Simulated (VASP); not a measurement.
Crystal: Ti.

```
Ti
1.0
     0.00000    2.05602    2.05602
     2.05602    0.00000    2.05602
     2.05602    2.05602    0.00000
Ti
1
Direct
  0.00000 0.00000 0.00000
```

Base run:

| Property | Result |
| --- | --- |
| Program | VASP 6.6.1 |
| Functional | r2SCAN |
| Potentials or basis | VASP PAW PBE potentials, release 64 (Ti_sv) |
| Cutoff | 520 eV |
| k mesh | 18 × 18 × 18 |
| Occupations | gaussian, width 0.1 eV |
| Spin | no spin polarisation |

Its results: band gap on the k mesh zero (band 6 reaches 9.22 eV, above the bottom of band 7 at 7.79 eV); pressure 0.3 GPa.

Task: The run is repeated on the same cell with these changes: functional from r2SCAN to LDA; potentials or basis from VASP PAW PBE potentials, release 64 (Ti_sv) to VASP PAW LDA potentials, release 64 (Ti_sv). What comes out?

Result: Band gap on the k mesh zero (band 6 reaches 8.82 eV, above the bottom of band 7 at 7.54 eV); pressure -8.8 GPa.

Caveats: the PAW data sets were made with another functional, which shifts forces and pressure a little (some runs).
